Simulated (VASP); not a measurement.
Crystal: Sn3Se.

```
Sn Se
1.0
     4.74188    0.00000    0.00000
     0.00000    4.74188    0.00000
     0.00000    0.00000    4.74188
Sn Se
3 1
Direct
  0.50000 0.50000 0.00000
  0.50000 0.00000 0.50000
  0.00000 0.50000 0.50000
  0.00000 0.00000 0.00000
```

* Program: VASP 6.6.1
* Task: relaxation of cell and atoms
* Functional: PBEsol
* Potentials or basis: VASP PAW PBE potentials, release 64 (Sn_d, Se)
* Cutoff: 600 eV
* k mesh: 6 × 6 × 6
* Occupations: fermi-dirac, width 0.05 eV
* Spin: no spin polarisation

At the start: pressure -2.6 GPa; volume 26.66 Å³/atom.

Task: How do energy, volume and symmetry change on relaxing?

Result: Over 3 steps the energy falls by 11.9 meV/atom and the volume is 25.26 Å³/atom (-5.2 %); space group Pm-3m (No. 221, to 0.05 Å).

The path:
```csv
step,energy change (eV),largest force (eV/Å),pressure (GPa),volume (Å³)
1,0.0000,0.0000,-2.63,106.62
2,-0.0458,0.0000,0.57,100.02
3,-0.0477,0.0000,0.02,101.05
```

Final structure:
```yaml
crystal:
  lattice:
    - [4.65781, 0.00000, 0.00000]
    - [0.00000, 4.65781, 0.00000]
    - [0.00000, 0.00000, 4.65781]
  atoms:
    - { symbol: Sn, position: [0.50000, 0.50000, 0.00000] }
    - { symbol: Sn, position: [0.50000, 0.00000, 0.50000] }
    - { symbol: Sn, position: [0.00000, 0.50000, 0.50000] }
    - { symbol: Se, position: [0.00000, 0.00000, 0.00000] }
```

Caveat: the PAW data sets were made with another functional, which shifts forces and pressure a little.
